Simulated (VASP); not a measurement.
# AlSi62 (a cell with a defect) in VASP: single point with PBE

Aim: the single point of AlSi62 (a cell with a defect) with PBE.

All numbers are computed with VASP 6.6.1; they aren't measurements. Logs are shortened: lines on timing, memory, paths and dates and some standing lists are left out, and cuts for length are marked.

## Step 1: The cell of the first run

The cell holds a defect, 63 atoms: a = 10.860 Å, b = 10.860 Å, c = 10.860 Å, α = 90.00°, β = 90.00°, γ = 90.00°.

## Step 2: Single point, PBE, collinear spin

File INCAR:

```
SYSTEM = AlSi62
ALGO = Normal
EDIFF = 1E-6
ENCUT = 520
GGA = PE
ISIF = 2
ISMEAR = 0
ISPIN = 2
LASPH = .TRUE.
LCHARG = .FALSE.
LORBIT = 11
LREAL = Auto
LWAVE = .FALSE.
MAGMOM = 0 0 0 0 0 0 0 0 0 0 0 0 0 0 0 0 0 0 0 0 0 0 0 0 0 0 0 0 0 0 0 0 0 0 0 0 0 0 0 0 0 0 0 0 0 0 0 0 0 0 0 0 0 0 0 0 0 0 0 0 0 0 1
NBANDS = 166
NELECT = 253.0
NELM = 150
PREC = Accurate
SIGMA = 0.05
```

File KPOINTS:

```
k-points
0
G
  1 1 1
  0 0 0
```

File POSCAR:

```
AlSi62
1.0
   10.8600000000      0.0000000000      0.0000000000
    0.0000000000     10.8600000000      0.0000000000
    0.0000000000      0.0000000000     10.8600000000
Si Al
62 1
Direct
    0.4950047797     -0.0088081693      0.0084388951
    0.6232455431      0.1205109586      0.1271359154
    0.7494951863      0.2465394926      0.0010116066
    0.8766627937      0.3733956960      0.1235343652
    0.7419811024     -0.0087840407      0.2554067282
    0.8742162152      0.1235494677      0.3737734591
   -0.0028376186     -0.0014209348      0.0010153176
    0.1241442558      0.1258845328      0.1233671417
    0.2500854284      0.2497437194     -0.0024298162
    0.3754712810      0.3743991475      0.1228492559
    0.5015629314      0.4985453503     -0.0014449422
    0.6100705589      0.6220008840      0.1402289485
    0.7420239506      0.7442858451      0.0084615046
    0.8712948965      0.8723971967      0.1273029563
    0.2493605343      0.0011771058      0.2487728617
    0.3762422163      0.1251251557      0.3741696436
    0.5009039339      0.2504216779      0.2495762259
    0.6277223304      0.3745366026      0.3748476108
    0.7518832651      0.4987515230      0.2487359422
    0.8758685174      0.6254934944      0.3741455489
    0.5015224429      0.0010760479      0.5010905763
    0.6269919728      0.1259054777      0.6261232861
    0.7529583757      0.2498062523      0.5003225535
    0.8798897931      0.3769584090      0.6228054287
    0.7494563885     -0.0012944011      0.7531084912
    0.8758167688      0.1250653016      0.8745967505
    0.0003534028      0.4992685503     -0.0025193238
    0.1251853835      0.6247195154      0.1225844425
    0.2494637306      0.7508739179     -0.0014453202
    0.3726622242      0.8594541369      0.1403109857
    0.0028150566      0.2519653907      0.2500900332
    0.1351992829      0.3844086983      0.3682423753
    0.2670217862      0.5163360981      0.2458937989
    0.6101679437      0.8594012934      0.3777701229
    0.0003492786      0.0020839263      0.5003140447
    0.1277107470      0.1290344800      0.6226032573
    0.2539555061      0.2551027268      0.4965073163
    0.3821721906      0.3842178247      0.6154822806
    0.5043775733      0.5160059981      0.4836048329
    0.6277069671      0.6247737833      0.6250997854
    0.7519456321      0.7508978452      0.5009961496
    0.8766810872      0.8761617205      0.6263262551
    0.2501154054      0.0022227146      0.7499986828
    0.3766183321      0.1235716108      0.8761905633
    0.5005281979      0.2519079455      0.7477707170
    0.6270797371      0.3734900419      0.8737596438
    0.7529112184      0.4994229404      0.7499039530
    0.8742573206      0.6259296343      0.8761071843
    0.0012723952      0.7500314395      0.2495809201
    0.1251952678      0.8770151814      0.3748914309
    0.0058427720      0.5031614349      0.4964718486
    0.1352383956      0.6314287490      0.6151774956
    0.2671143848      0.7539393592      0.4834243286
    0.3754841669      0.8769402120      0.6254205189
    0.0015096335      0.2506022972      0.7490190760
    0.1277593146      0.3770076229      0.8705554326
    0.2539737772      0.5032267535      0.7445620503
    0.3762989515      0.6254849371      0.8745842748
    0.5009233080      0.7500707914      0.7492646541
    0.6232905071      0.8725205565      0.8791277122
    0.0028863172      0.7495542493      0.7476626100
    0.1242364310      0.8762791105      0.8737661903
    0.4383173297      0.6878408201      0.3119657212
```

Potentials or basis: VASP PAW PBE potentials, release 64 (Si, Al).

Launch:

```console
> cat potpaw_PBE.64/Si/POTCAR potpaw_PBE.64/Al/POTCAR > POTCAR
> mpirun -np 1 vasp_gam > vasp.out
```

OUTCAR:

```text
SYSTEM = AlSi62
   EDIFF = 1E-6
   ENCUT = 520
   GGA = PE
   ISIF = 2
   ISMEAR = 0
   ISPIN = 2
   LASPH = .TRUE.
   LORBIT = 11
   LREAL = Auto
   NELECT = 253.0
   NELM = 150
   PREC = Accurate

 ion  position               nearest neighbor table
   1  0.495  0.991  0.008-   2 2.36  60 2.36  44 2.40  30 2.42
   2  0.623  0.121  0.127-  17 2.35   1 2.36   5 2.36   3 2.37
   3  0.749  0.247  0.001-  26 2.35   4 2.36  46 2.36   2 2.37
   4  0.877  0.373  0.124-  31 2.35  19 2.35  27 2.36   3 2.36
   5  0.742  0.991  0.255-  14 2.36   2 2.36   6 2.40  34 2.42
   6  0.874  0.124  0.374-  23 2.35  35 2.35  31 2.39   5 2.40
[... 54 lines left out ...]
  61  0.003  0.750  0.748-  42 2.35  62 2.35  48 2.39  52 2.40
  62  0.124  0.876  0.874-  61 2.35  29 2.35  43 2.36   7 2.36
  63  0.438  0.688  0.312-  53 2.73  33 2.73  30 2.73  34 2.73  12 2.73  39 2.73

  LATTYP: Found a simple cubic cell.
 ALAT       =    10.8600000000

  Lattice vectors:

 A1 = (  10.8600000000,   0.0000000000,   0.0000000000)
 A2 = (   0.0000000000,  10.8600000000,   0.0000000000)
 A3 = (   0.0000000000,   0.0000000000,  10.8600000000)

Analysis of symmetry for initial positions (statically):
=====================================================================
 Subroutine PRICEL returns:
 Original cell was already a primitive cell.

 Routine SETGRP: Setting up the symmetry group for a
 simple cubic supercell.

 Subroutine GETGRP returns: Found  1 space group operations
 (whereof  1 operations were pure point group operations)
 out of a pool of 48 trial point group operations.

The static configuration has the point symmetry C_1 .

Analysis of symmetry for dynamics (positions and initial velocities):
=====================================================================
 Subroutine PRICEL returns:
 Original cell was already a primitive cell.

 Routine SETGRP: Setting up the symmetry group for a
 simple cubic supercell.

 Subroutine GETGRP returns: Found  1 space group operations
 (whereof  1 operations were pure point group operations)
 out of a pool of 48 trial point group operations.

The dynamic configuration has the point symmetry C_1 .

Analysis of structural, dynamic, and magnetic symmetry:
=====================================================================
 Subroutine PRICEL returns:
 Original cell was already a primitive cell.

 Routine SETGRP: Setting up the symmetry group for a
 simple cubic supercell.

 Subroutine GETGRP returns: Found  1 space group operations
 (whereof  1 operations were pure point group operations)
 out of a pool of 48 trial point group operations.

The overall configuration has the point symmetry C_1 .

 Subroutine INISYM returns: Found  1 space group operations
 (whereof  1 operations are pure point group operations),
 and found     1 'primitive' translations

----------------------------------------------------------------------------------------

                                     Primitive cell

  volume of cell :    1280.8241

  direct lattice vectors                    reciprocal lattice vectors
    10.860000000  0.000000000  0.000000000     0.092081031  0.000000000  0.000000000
     0.000000000 10.860000000  0.000000000     0.000000000  0.092081031  0.000000000
     0.000000000  0.000000000 10.860000000     0.000000000  0.000000000  0.092081031

  length of vectors
    10.860000000 10.860000000 10.860000000     0.092081031  0.092081031  0.092081031

  position of ions in fractional coordinates (direct lattice)
     0.495004780  0.991191831  0.008438895
     0.623245543  0.120510959  0.127135915
     0.749495186  0.246539493  0.001011607
     0.876662794  0.373395696  0.123534365
[... 165 lines left out ...]
   ISTART =      0    job   : 0-new  1-cont  2-samecut
   ICHARG =      2    charge: 1-file 2-atom 10-const
   ISPIN  =      2    spin polarized calculation?
   LNONCOLLINEAR =      F non collinear calculations
   LSORBIT =      F    spin-orbit coupling
   LASPH  =      T    aspherical Exc in radial PAW
   ENCUT  =  520.0 eV  38.22 Ry    6.18 a.u.  20.19 20.19 20.19*2*pi/ulx,y,z
   NELM   =    150;   NELMIN=  2; NELMDL= -5     # of ELM steps
   EDIFF  = 0.1E-05   stopping-criterion for ELM
   LREAL  =      T    real-space projection
   EDIFFG = 0.1E-04   stopping-criterion for IOM
   NSW    =      0    number of steps for IOM
   IBRION =     -1    ionic relax: 0-MD 1-quasi-New 2-CG
   NFREE  =      0    steps in history (QN), initial steepest desc. (CG)
   ISIF   =      2    stress and relaxation
   ISYM   =      2    0-nonsym 1-usesym 2-fastsym
   POTIM  = 0.5000    time-step for ionic-motion
   TEBEG  =    0.0;   TEEND  =   0.0 temperature during run
   PSTRESS=    0.0 pullay stress
   NELECT =     253.0000    total number of electrons
   NUPDOWN=      -1.0000    fix difference up-down
   EMIN   =  10.00;   EMAX   =-10.00  energy-range for DOS
   EFERMI =   0.00;   METHOD = LEGACY
   ISMEAR =     0;   SIGMA  =   0.05  broadening in eV -4-tet -1-fermi 0-gaus
   EFERMI_NEDOS =   21; number of points for ismear=-14 and -15
   IALGO  =     38    algorithm
   IMIX   =      4    mixing-type and parameters
     AMIX     =   0.40;   BMIX     =  1.00
     AMIX_MAG =   1.60;   BMIX_MAG =  1.00
  volume/ion in A,a.u.               =      20.33       137.20
  Fermi-wavevector in a.u.,A,eV,Ry     =   0.953422  1.801706 12.367880  0.909014
  Thomas-Fermi vector in A             =   2.082076
   LORBIT       =     11    0 simple, 1 ext, 2 COOP (PROOUT), +10 PAW based schemes
   GGA     = PE    functional components
   LHFCALC =     F    Hartree Fock is set to
   AEXX    =    0.0000 exact exchange contribution
   IVDW    =     0    specifies the selected vdW correction
   LEPSILON=     F    determine dielectric tensor
   LRPA    =     F    only Hartree local field effects (RPA)
 spin polarized calculation
 Gauss-broadening in eV      SIGMA  =   0.05
  energy-cutoff  :      520.00
  volume of cell :     1280.82
 maximum number of plane-waves:     17229
 NGX is ok and might be reduce to    84
   NGX = 41   NGY = 41   NGZ = 41

 number of electron     252.9999997 magnetization       0.9022997

 Free energy of the ion-electron system (eV)
  ---------------------------------------------------
  ext. energy  EPLUGINS =         0.00000000
  ---------------------------------------------------
  free energy    TOTEN  =      -318.68521242 eV

  energy without entropy =     -318.65300511  energy(sigma->0) =     -318.66910876

 E-fermi :   6.2420     XC(G=0):  -9.3730

 val. band max:        6.2416572122   @ k =   0.0000   0.0000   0.0000
 cond. band min:       6.3781831910   @ k =   0.0000   0.0000   0.0000
 fundamental gap:      0.1365259788
 Fermi energy:         6.2419895739

 spin component 1

 k-point     1 :       0.0000    0.0000    0.0000
  band No.  band energies     occupation
      1      -6.1952      1.00000
      2      -5.1484      1.00000
      3      -5.1481      1.00000
      4      -5.1416      1.00000
      5      -5.1411      1.00000
      6      -5.0741      1.00000
[... 130 lines left out ...]
    137       6.8841      0.00000
    138       6.8844      0.00000
 Fermi energy:         6.2419895739

 spin component 2

 k-point     1 :       0.0000    0.0000    0.0000
  band No.  band energies     occupation
      1      -6.1842      1.00000
      2      -5.1375      1.00000
      3      -5.1371      1.00000
      4      -5.1287      1.00000
      5      -5.1284      1.00000
      6      -5.0678      1.00000
[... 130 lines left out ...]
    137       6.8935      0.00000
    138       6.8939      0.00000
 [bands above 138 left out]

------------------------ aborting loop because EDIFF is reached ----------------------------------------

  FORCE on cell =-STRESS in cart. coord.  units (eV):
  Direction    XX          YY          ZZ          XY          YZ          ZX
  --------------------------------------------------------------------------------------
  -------------------------------------------------------------------------------------
  Total       28.8828955     28.9075197     28.9064704     -8.0101352      8.0398093      8.0021898
  in kB       36.1294904     36.1602927     36.1589801    -10.0198438     10.0569631     10.0099050
  external PRESSURE =      36.1495877 kB  Pullay stress =       0.0000000 kB

 VOLUME and BASIS-vectors are now :
 -----------------------------------------------------------------------------
  energy-cutoff  :      520.00
  volume of cell :     1280.82
      direct lattice vectors                 reciprocal lattice vectors
    10.860000000  0.000000000  0.000000000     0.092081031  0.000000000  0.000000000
     0.000000000 10.860000000  0.000000000     0.000000000  0.092081031  0.000000000
     0.000000000  0.000000000 10.860000000     0.000000000  0.000000000  0.092081031

 POSITION                                       TOTAL-FORCE (eV/Angst)
 -----------------------------------------------------------------------------------
      5.37575     10.76434      0.09165        -0.000595      0.006368     -0.004861
      6.76845      1.30875      1.38070        -0.001889     -0.002859      0.001826
      8.13952      2.67742      0.01099        -0.001154      0.000213      0.001343
      9.52056      4.05508      1.34158         0.003672     -0.000602      0.001644
      8.05791     10.76461      2.77372         0.002271      0.007509     -0.000152
      9.49399      1.34175      4.05918         0.004047      0.001831     -0.001937
[... 55 lines left out ...]
      1.34921      9.51639      9.48910        -0.003401     -0.002435     -0.001632
      4.76013      7.46995      3.38795         0.003693      0.001803     -0.003141
 -----------------------------------------------------------------------------------
    total drift:                                0.015684     -0.004108     -0.001161

  FREE ENERGIE OF THE ION-ELECTRON SYSTEM (eV)
  ---------------------------------------------------
  free  energy   TOTEN  =      -318.6852124167 eV

  energy  without entropy=     -318.6530051106  energy(sigma->0) =     -318.66910876

 total charge

# of ion       s       p       d       tot
------------------------------------------
    1        0.744   0.930   0.000   1.673
    2        0.741   0.959   0.000   1.700
    3        0.740   0.959   0.000   1.699
    4        0.742   0.962   0.000   1.704
    5        0.744   0.930   0.000   1.673
    6        0.746   0.939   0.000   1.685
[... 55 lines left out ...]
   62        0.742   0.962   0.000   1.704
   63        0.380   0.322   0.000   0.701
--------------------------------------------------
tot         46.573  59.176   0.000 105.749

 magnetization (x)

# of ion       s       p       d       tot
------------------------------------------
    1       -0.000   0.001   0.000   0.001
    2        0.000   0.002   0.000   0.002
    3        0.000   0.002   0.000   0.003
    4        0.000   0.005   0.000   0.006
    5       -0.000   0.001   0.000   0.001
    6        0.000   0.004   0.000   0.004
[... 55 lines left out ...]
   62        0.000   0.006   0.000   0.006
   63       -0.002  -0.002   0.000  -0.005
--------------------------------------------------
tot          0.053   0.306   0.000   0.360
```

It took 16 min on 1 thread of Intel Xeon Platinum 8375C at 2.90GHz (Ice Lake), shared host; peak memory 1.5 GiB.

Results:

```yaml
Free_energy: -318.6852 eV
Largest_force: 0.012 eV/Å
Net_moment: 0.90 μB per cell
Site_moments: Si +0.00, +0.01, +0.03, -0.00 (each value once); Al -0.01 μB
Valence_electrons_inside_the_program's_atomic_spheres: Si 1.67, 1.70, 1.69 (each value once); Al 0.70
```

Forces in eV/Å, atoms in the order of the input:
```
Si  -0.001  0.006 -0.005
Si  -0.002 -0.003  0.002
Si  -0.001  0.000  0.001
Si   0.004 -0.001  0.002
Si   0.002  0.008  0.000
Si   0.004  0.002 -0.002
Si   0.004  0.001 -0.001
Si  -0.005  0.003 -0.002
Si   0.003 -0.001  0.003
Si   0.004  0.001 -0.005
Si   0.000  0.002  0.001
Si   0.003 -0.007 -0.003
Si   0.001  0.002 -0.006
Si  -0.004 -0.001  0.000
Si   0.004 -0.001  0.004
Si   0.003 -0.003  0.000
Si   0.002 -0.002  0.000
Si   0.002 -0.001  0.001
Si  -0.003 -0.002  0.001
Si   0.003  0.003  0.001
Si  -0.001  0.001 -0.003
Si   0.001  0.003  0.003
Si  -0.003 -0.002 -0.001
Si   0.002  0.002 -0.005
Si  -0.002 -0.001 -0.002
Si  -0.002 -0.003  0.004
Si   0.000 -0.001  0.002
Si   0.000  0.001  0.001
Si  -0.001  0.001  0.002
Si  -0.005  0.000 -0.003
Si   0.003  0.001 -0.002
Si  -0.003 -0.001  0.006
Si  -0.008 -0.007 -0.001
Si   0.001  0.004  0.003
Si  -0.001 -0.002 -0.001
Si   0.000  0.000  0.001
Si  -0.001  0.005 -0.001
Si  -0.005 -0.001  0.001
Si   0.003 -0.002  0.000
Si  -0.001  0.002  0.001
Si  -0.002 -0.001  0.001
Si   0.005 -0.001  0.002
Si  -0.003 -0.005  0.002
Si   0.005  0.001  0.000
Si   0.001  0.002 -0.002
Si  -0.005 -0.002  0.000
Si   0.001 -0.002  0.002
Si   0.002  0.003 -0.001
Si   0.001  0.003 -0.003
Si  -0.001 -0.001 -0.001
Si   0.005  0.000  0.001
Si  -0.003 -0.003  0.002
Si  -0.009 -0.004  0.007
Si   0.005  0.003 -0.003
Si  -0.005 -0.001  0.003
Si  -0.001  0.000  0.001
Si  -0.002  0.001 -0.005
Si   0.001  0.000 -0.001
Si   0.003  0.002  0.001
Si  -0.003 -0.003  0.005
Si   0.003  0.004 -0.001
Si  -0.003 -0.002 -0.002
Al   0.004  0.002 -0.003
```

Caveat: the k points lie up to 0.58 Å⁻¹ apart; the cell carries a net charge on a neutralising background, which shifts energy and pressure; the cell is charged against a uniform background, so pressure and absolute levels hang on convention.
